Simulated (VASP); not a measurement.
Set up this calculation in VASP 6.6.1, as the native input.

```
Task                   : single point
Functional             : r2SCAN
Potentials or basis    : VASP PAW PBE potentials, release 64 (Sr_sv, Ti_sv, O)
Cutoff                 : 520 eV
k mesh                 : 8 × 8 × 8
Occupations            : gaussian, width 0.02 eV
Spin                   : no spin polarisation
Dipole correction      : no
Further INCAR settings : ALGO = Normal; EDIFF = 1e-07; NBANDS = 28
```

Crystal: SrTiO3.

```xyz
5
Lattice="3.9365 0.0000 0.0000 0.0000 3.9365 0.0000 0.0000 0.0000 3.9365" Properties=species:S:1:pos:R:3 pbc="T T T"
Sr    0.0000    0.0000    0.0000
Ti    1.9682    1.9682    1.9682
O     0.0000    1.9682    1.9682
O     1.9682    0.0000    1.9682
O     1.9682    1.9682    0.0000
```

The input as run:

POSCAR

```
SrTiO3
1.0
    3.9364873115      0.0000000000      0.0000000000
    0.0000000000      3.9364873115      0.0000000000
    0.0000000000      0.0000000000      3.9364873115
Sr Ti O
1 1 3
Direct
    0.0000000000      0.0000000000      0.0000000000
    0.5000000000      0.5000000000      0.5000000000
    0.0000000000      0.5000000000      0.5000000000
    0.5000000000      0.0000000000      0.5000000000
    0.5000000000      0.5000000000      0.0000000000
```

INCAR.step1

```
PREC = Accurate
ENCUT = 520
ISMEAR = 0
SIGMA = 0.02
LREAL = False
LASPH = True
NELM = 100
NBANDS = 28
GGA = PE
ALGO = Normal
EDIFF = 1E-4
LWAVE = True
LCHARG = False
```

INCAR.step2

```
PREC = Accurate
ENCUT = 520
EDIFF = 1E-7
ISMEAR = 0
SIGMA = 0.02
LREAL = False
LASPH = True
NELM = 100
ALGO = Normal
ISIF = 2
LWAVE = False
LCHARG = False
METAGGA = R2SCAN
LMIXTAU = True
NBANDS = 28
ISTART = 1
```

KPOINTS

```
regular mesh
0
Gamma
  8 8 8
```

Potentials or basis: VASP PAW PBE potentials, release 64 (Sr_sv, Ti_sv, O).

Run with:

```sh
$ cat potpaw_PBE.64/Sr_sv/POTCAR potpaw_PBE.64/Ti_sv/POTCAR potpaw_PBE.64/O/POTCAR > POTCAR
$ cp INCAR.step1 INCAR
$ mpirun -np 1 vasp_std > vasp.out
$ cp INCAR.step2 INCAR
$ mpirun -np 1 vasp_std > vasp.out
```

It gave:

```json
{
 "Pressure": "-3.2 GPa",
 "Band gap on the k mesh": "2.22 eV (least direct gap 2.62 eV)"
}
```

Caveat: the cell stands under tension; the PAW data sets were made with another functional, which shifts forces and pressure a little.

It took 2.3 min on 1 thread of Intel(R) Xeon(R) 6975P-C (Granite Rapids), with other jobs on the host, peak memory 0.21 GiB.
